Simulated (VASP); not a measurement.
# PtSe2 (P-3m1) in VASP: vibrations by perturbation theory with LDA

Aim: the vibrations by perturbation theory of PtSe2 with LDA.

All numbers are computed with VASP 6.6.1; they aren't measurements. Logs are shortened: lines on timing, memory, paths and dates and some standing lists are left out, and cuts for length are marked.

**1. The cell of the first run**

Symmetry: P-3m1, No. 164, trigonal system. The conventional cell has a = 3.592 Å, b = 3.592 Å, c = 4.118 Å, α = 90.00°, β = 90.00°, γ = 120.00°. Pt (site symmetry -3m) has 6 Se at 2.40 Å within 3.2 Å. Within 3.2 Å of Se (site symmetry 3m) lie 3 Pt at 2.40 Å and 6 Se at 2.67 to 3.20 Å.

**2. Vibrations by perturbation theory, LDA**

INCAR

```
SYSTEM = PtSe2
  PREC = Accurate
  ENCUT = 520
  EDIFF = 1E-8
  ISMEAR = -1
  SIGMA = 0.15
  LREAL = .False.
  LASPH = .True.
  NELM = 60
  ALGO = Normal
  ISIF = 2
  LWAVE = .False.
  LCHARG = .True.
  IBRION = 8
  NSW = 1
```

KPOINTS

```
regular mesh
0
Gamma
  12 12 8
  0 0 0
```

POSCAR

```
PtSe2
1.0
    3.5924852702      0.0000000000      0.0000000000
   -1.7962426351      3.1111835067      0.0000000000
    0.0000000000      0.0000000000      4.1180988208
Pt Se
1 2
Direct
    0.0000000000      0.0000000000      0.0000000000
    0.3333333333      0.6666666667      0.2951636713
    0.6666666667      0.3333333333      0.7048363287
```

Potentials or basis: VASP PAW LDA potentials, release 64 (Pt, Se).

The run is started by

```console
> cat potpaw_LDA.64/Pt/POTCAR potpaw_LDA.64/Se/POTCAR > POTCAR
> mpirun -np 1 vasp_std > vasp.out
```

OUTCAR:

```text
SYSTEM = PtSe2
   PREC = Accurate
   ENCUT = 520
   EDIFF = 1E-8
   ISMEAR = -1
   LREAL = .False.
   LASPH = .True.
   NELM = 60
   ISIF = 2
   IBRION = 8
   NSW = 1

 ion  position               nearest neighbor table
   1  0.000  0.000  0.000-   2 2.40   3 2.40   2 2.40   3 2.40   3 2.40   2 2.40
   2  0.333  0.667  0.295-   1 2.40   1 2.40   1 2.40   3 2.67   3 2.67   3 2.67
   3  0.667  0.333  0.705-   1 2.40   1 2.40   1 2.40   2 2.67   2 2.67   2 2.67

  LATTYP: Found a hexagonal cell.
 ALAT       =     3.5924852702
 C/A-ratio  =     1.1463091735

  Lattice vectors:

 A1 = (   3.5924852702,   0.0000000000,   0.0000000000)
 A2 = (  -1.7962426351,   3.1111835067,   0.0000000000)
 A3 = (   0.0000000000,   0.0000000000,   4.1180988208)

Analysis of symmetry for initial positions (statically):
=====================================================================
 Subroutine PRICEL returns:
 Original cell was already a primitive cell.

 Routine SETGRP: Setting up the symmetry group for a
 hexagonal supercell.

 Subroutine GETGRP returns: Found 12 space group operations
 (whereof 12 operations were pure point group operations)
 out of a pool of 24 trial point group operations.

The static configuration has the point symmetry D_3d.

Analysis of symmetry for dynamics (positions and initial velocities):
=====================================================================
 Subroutine PRICEL returns:
 Original cell was already a primitive cell.

 Routine SETGRP: Setting up the symmetry group for a
 hexagonal supercell.

 Subroutine GETGRP returns: Found 12 space group operations
 (whereof 12 operations were pure point group operations)
 out of a pool of 24 trial point group operations.

The dynamic configuration has the point symmetry D_3d.

 Subroutine INISYM returns: Found 12 space group operations
 (whereof 12 operations are pure point group operations),
 and found     1 'primitive' translations

----------------------------------------------------------------------------------------

                                     Primitive cell

  volume of cell :      46.0275

  direct lattice vectors                    reciprocal lattice vectors
     3.592485270  0.000000000  0.000000000     0.278358831  0.160710546  0.000000000
    -1.796242635  3.111183507  0.000000000     0.000000000  0.321421092  0.000000000
     0.000000000  0.000000000  4.118098821     0.000000000  0.000000000  0.242830501

  length of vectors
     3.592485270  3.592485270  4.118098821     0.321421092  0.321421092  0.242830501

  position of ions in fractional coordinates (direct lattice)
     0.000000000  0.000000000  0.000000000
     0.333333333  0.666666667  0.295163671
     0.666666667  0.333333333  0.704836329

  ion indices of the primitive-cell ions
   primitive index   ion index
                 1           1
                 2           2
                 3           3

----------------------------------------------------------------------------------------

 KPOINTS: regular mesh

Automatic generation of k-mesh.
 Grid dimensions read from file:
 generate k-points for:   12   12    8

 Generating k-lattice:

  Cartesian coordinates                     Fractional coordinates (reciprocal lattice)
[... 100 lines left out ...]
 number of electron      22.0000000 magnetization

 Free energy of the ion-electron system (eV)
  ---------------------------------------------------
  ext. energy  EPLUGINS =         0.00000000
  ---------------------------------------------------
  free energy    TOTEN  =       -16.12107523 eV

  energy without entropy =      -16.08018346  energy(sigma->0) =      -16.10062935

 E-fermi :  10.4225     XC(G=0): -12.3995

 val. band max:       10.4162009332   @ k =   0.0833   0.0833   0.3750
 cond. band min:      10.4260512084   @ k =   0.0000   0.0833   0.1250
 fundamental gap:      0.0098502753
 Fermi energy:        10.4225338293

 k-point     1 :       0.0000    0.0000    0.0000
  band No.  band energies     occupation
      1      -7.5773      2.00000
      2      -1.7709      2.00000
      3       1.7157      2.00000
      4       2.7692      2.00000
      5       2.7692      2.00000
      6       5.9005      2.00000
      7       5.9005      2.00000
      8       7.6819      2.00000
      9       9.2697      1.99908
     10       9.2697      1.99908
     11      10.6915      0.28535
     12      10.6915      0.28535
     13      11.1466      0.01589
     14      13.4970      0.00000
[... 401 lines left out ...]
      2      -2.5815      2.00000
      3       2.0317      2.00000
      4       2.9119      2.00000
      5       3.9149      2.00000
      6       4.7907      2.00000
      7       5.7688      2.00000
      8       6.7139      2.00000
      9       8.1514      2.00000
     10       8.8646      1.99994
     11      10.3481      1.24309
     12      10.8243      0.12853
     13      12.6500      0.00000
     14      14.7133      0.00000
     15      16.0555      0.00000

 [... further k-points ...]
[... 5 lines left out ...]
  --------------------------------------------------------------------------------------
  -------------------------------------------------------------------------------------
  Total       10.3677737     10.3677737     10.2924300      0.0000000      0.0000000     -0.0000000
  in kB      360.8932021    360.8932021    358.2705556      0.0000000      0.0000000     -0.0000000
  external PRESSURE =     360.0189866 kB  Pullay stress =       0.0000000 kB

 VOLUME and BASIS-vectors are now :
 -----------------------------------------------------------------------------
  energy-cutoff  :      520.00
  volume of cell :       46.03
      direct lattice vectors                 reciprocal lattice vectors
     3.592485270  0.000000000  0.000000000     0.278358831  0.160710546  0.000000000
    -1.796242635  3.111183507  0.000000000     0.000000000  0.321421092  0.000000000
     0.000000000  0.000000000  4.118098821     0.000000000  0.000000000  0.242830501

 POSITION                                       TOTAL-FORCE (eV/Angst)
 -----------------------------------------------------------------------------------
      0.00000      0.00000      0.00000        -0.000000      0.000000      0.000000
     -0.00000      2.07412      1.21551         0.000000      0.000000      0.061639
      1.79624      1.03706      2.90259        -0.000000      0.000000     -0.061639
 -----------------------------------------------------------------------------------
    total drift:                                0.000000     -0.000000      0.000000

  FREE ENERGIE OF THE ION-ELECTRON SYSTEM (eV)
  ---------------------------------------------------
  free  energy   TOTEN  =       -16.1210752336 eV

  energy  without entropy=      -16.0801834623  energy(sigma->0) =      -16.10062935

[... ionic steps 2 to 3 ...]

--------------------------------------- Ionic step        4  -------------------------------------------

------------------------ aborting loop because EDIFF is reached ----------------------------------------
[... 11 lines left out ...]
[... ionic steps 8 to 8 ...]

--------------------------------------- Ionic step        9  -------------------------------------------

 Free energy of the ion-electron system (eV)
  ---------------------------------------------------
  ---------------------------------------------------
  free energy    TOTEN  =        -0.08576734 eV

  energy without entropy =       -0.08577516

------------------------ aborting loop because EDIFF is reached ----------------------------------------

 INTERNAL STRAIN TENSOR  FOR ION    2  DIRECTION 3   (eV/Angst):
 -----------------------------------------------------------------------------
   -12.75978  0.00000 -0.00000
    -0.00000-12.75978  0.00000
    -0.00000  0.00000 -6.06294

 INTERNAL STRAIN TENSOR FOR ION    3 for displacements in x,y,z  (eV/Angst):
          X           Y           Z          XY          YZ          ZX
  --------------------------------------------------------------------------------
  x     0.00000     0.00000     0.00000    -6.77882     0.00000     7.11153
  y    -6.77882     6.77882     0.00000     0.00000     7.93233     0.00000
  z    12.75978    12.75978     6.06294     0.00000     0.00000     0.00000

 SECOND DERIVATIVES (NOT SYMMETRIZED)
 ------------------------------------
               1X          1Y          1Z          2X          2Y          2Z          3X          3Y          3Z
  1X   -24.585511    0.000000    0.000000   12.292755    0.000000    0.000000   12.292755    0.000000    0.000000
  1Y     0.000000  -24.585511    0.000000    0.000000   12.292755    0.000000    0.000000   12.292755    0.000000
  1Z     0.000000    0.000000  -21.203109    0.000000   -0.000000   10.601555    0.000000   -0.000000   10.601555
  2X    12.300006    0.000000    0.000000  -12.466013    0.000000    0.000000    0.166007    0.000000    0.000000
  2Y     0.000000   12.300006    0.000000    0.000000  -12.466013   -0.000000    0.000000    0.166007   -0.000000
  2Z     0.000000    0.000000   10.603873   -0.000000    0.000000  -17.436207    0.000000    0.000000    6.832333
  3X    12.300006    0.000000    0.000000    0.166007    0.000000    0.000000  -12.466013    0.000000    0.000000
  3Y     0.000000   12.300006    0.000000    0.000000    0.166007   -0.000000    0.000000  -12.466013   -0.000000
  3Z     0.000000    0.000000   10.603873    0.000000    0.000000    6.832333   -0.000000    0.000000  -17.436207

 Eigenvectors and eigenvalues of the dynamical matrix
 ----------------------------------------------------

   1 f  =    8.667004 THz    54.456390 2PiTHz  289.100124 cm-1    35.843831 meV
             X         Y         Z           dx          dy          dz
      0.000000  0.000000  0.000000     0.000000   -0.000000   -0.000000
     -0.000000  2.074122  1.215513    -0.000000    0.000000   -0.707107
      1.796243  1.037061  2.902586    -0.000000    0.000000    0.707107
[... 43 lines left out ...]
   9 f/i=    0.001216 THz     0.007643 2PiTHz    0.040577 cm-1     0.005031 meV
             X         Y         Z           dx          dy          dz
      0.000000  0.000000  0.000000    -0.742643   -0.035522   -0.000000
     -0.000000  2.074122  1.215513    -0.472334   -0.022593   -0.000000
      1.796243  1.037061  2.902586    -0.472334   -0.022593   -0.000000

--------------------------------------------------------------------------------------------------------

 ELASTIC MODULI CONTR FROM IONIC RELAXATION (kBar)
 Direction    XX          YY          ZZ          XY          YZ          ZX
 --------------------------------------------------------------------------------
 XX        -720.3081   -213.7976   -221.9249      0.0000    296.3501     -0.0000
 YY        -213.7976   -720.3081   -221.9249     -0.0000   -296.3501      0.0000
 ZZ        -221.9249   -221.9249   -105.4499     -0.0000     -0.0000      0.0000
 XY           0.0000     -0.0000     -0.0000   -253.2552     -0.0000    265.6851
 YZ         296.3501   -296.3501     -0.0000     -0.0000   -346.7782      0.0000
 ZX          -0.0000      0.0000      0.0000    265.6851      0.0000   -278.7251
 --------------------------------------------------------------------------------
```

Wall time 12 min (1 thread of Intel Xeon 6975P-C, shared host); peak memory 1 GiB.

Results:

- Highest phonon frequency at Γ, LO-TO splitting left out: 289 cm⁻¹

Phonon frequencies in cm⁻¹ (negative: imaginary):
```
              q point                    frequencies
(0.000, 0.000, 0.000)  0 0 0 209 209 257 277 277 289
```

Caveat: the cell wasn't relaxed at this level first, which shifts response properties; spin-orbit coupling is left out, which moves the levels of the heavy elements.
